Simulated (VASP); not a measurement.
Here is a VASP 6.6.1 calculation.

The input INCAR:

```
SYSTEM = CoO
PREC = Accurate
ENCUT = 520
EDIFF = 1E-8
ISMEAR = -1
SIGMA = 0.03
LREAL = .False.
LASPH = .True.
NELM = 150
ALGO = Normal
ISIF = 2
LWAVE = .False.
LCHARG = .False.
ISPIN = 2
MAGMOM = 2 0
LORBIT = 11
LMAXMIX = 4
GGA = CA
LEFG = .True.
NBANDS = 18
```

KPOINTS

```
Automatic mesh
0
Gamma
  13 13 15
  0 0 0
```

File POSCAR:

```
CoO
1.0
   -1.5622289045      1.4990114059      2.1072499549
    1.4990114059     -1.5622289045      2.1072499549
    1.5169888999      1.5169888999     -2.1524899595
Co O
1 1
Direct
    0.0000000000      0.0000000000      0.0000000000
    0.5000000000      0.5000000000      0.0000000000
```

Potentials or basis: VASP PAW LDA potentials, release 64 (Co, O).

Run with:

```console
$ cat potpaw_LDA.64/Co/POTCAR potpaw_LDA.64/O/POTCAR > POTCAR
$ mpirun -np 1 vasp_std > vasp.out
```

Problem. Predict the pressure.

Solution. -19.8 GPa.

Problem. Predict the net moment.

Solution. 2.68 μB per cell.

Problem. Predict the site moments.

Solution. Co +2.35; O +0.28 μB.

Electric field gradients, principal values (V/Å²):
```
atom   least  middle  greatest (by size)
1 Co  -1.604  -2.395               3.999
 2 O  -4.285  -4.375               8.660
```

Caveat: the cell differs from its parent crystal (equal xy, yz and zx shear strains of -3 %); without QUAD_EFG the Cq values of the log hold for a quadrupole moment of 1 mb, not for the nuclei; a cell with one magnetic atom can't hold antiferromagnetic order, which such compounds often take.
